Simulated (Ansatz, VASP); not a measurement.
GaSn4S3 in VASP and in Ansatz

File INCAR:

```
SYSTEM = GaSn4S3
PREC = Accurate
ENCUT = 600
EDIFF = 1E-6
ISMEAR = 0
SIGMA = 0.1
LREAL = .False.
LASPH = .True.
NELM = 60
ALGO = Normal
ISIF = 3
LWAVE = .False.
LCHARG = .False.
GGA = PE
IBRION = 2
NSW = 100
EDIFFG = -0.01
```

The input KPOINTS:

```
regular mesh
0
Gamma
  6 6 6
  0 0 0
```

Contents of POSCAR:

```
GaSn4S3
1.0
    5.7700000000      0.0000000000      0.0000000000
    0.0000000000      5.7700000000      0.0000000000
    0.0000000000      0.0000000000      5.7700000000
Ga Sn S
1 4 3
Direct
    0.0000000000      0.0000000000      0.0000000000
    0.5000000000      0.0000000000      0.0000000000
    0.5000000000      0.5000000000      0.5000000000
    0.0000000000      0.5000000000      0.0000000000
    0.0000000000      0.0000000000      0.5000000000
    0.5000000000      0.0000000000      0.5000000000
    0.5000000000      0.5000000000      0.0000000000
    0.0000000000      0.5000000000      0.5000000000
```

Input for Ansatz:

```yaml
crystal:
  lattice:
    - [5.77, 0.0, 0.0]
    - [0.0, 5.77, 0.0]
    - [0.0, 0.0, 5.77]
  atoms:
    - { symbol: Ga, position: [0.0, 0.0, 0.0] }
    - { symbol: Sn, position: [0.5, 0.0, 0.0] }
    - { symbol: Sn, position: [0.5, 0.5, 0.5] }
    - { symbol: Sn, position: [0.0, 0.5, 0.0] }
    - { symbol: Sn, position: [0.0, 0.0, 0.5] }
    - { symbol: S, position: [0.5, 0.0, 0.5] }
    - { symbol: S, position: [0.5, 0.5, 0.0] }
    - { symbol: S, position: [0.0, 0.5, 0.5] }
basis:
  ecutwfc: 420
kpoints:
  mp_grid: { grid: [6, 6, 6] }
hamiltonian:
  xc: pbe
scf:
  occupations: { method: gaussian, width: 0.1 }
output:
  forces: true
  stress: true
  eigenvalues: true
relax:
  adjacent_minimum: "off"
  f_tol: 0.01
  max_steps: 80
  cell: { stress_tol: 0.05 }
```

Alike in both runs: task relaxation of cell and atoms; functional PBE; k mesh 6 × 6 × 6; occupations gaussian, width 0.1 eV; no spin polarisation.

|  | VASP | Ansatz |
| --- | --- | --- |
| version | VASP 6.6.1 | Ansatz 0.2.0 |
| potentials or method | VASP PAW PBE potentials, release 64 (Ga_d, Sn_d, S), cutoff 600 eV | scalar-relativistic, plane waves, PAW |
| valence electrons in the cell | 87 | 87 |

|  | VASP | Ansatz | Ansatz less VASP |
| --- | --- | --- | --- |
| gap on the k mesh at the Fermi level, each at its own relaxed structure (eV) | none | none | - |
| relaxed volume (Å³/atom) | 24.28 | 24.29 | +0.003 |
| relaxed cell length with the largest relative difference (Å) | 5.792 | 5.792 | +0.0002 |

A gap of «none» marks a metal or a gap that the smearing closes.
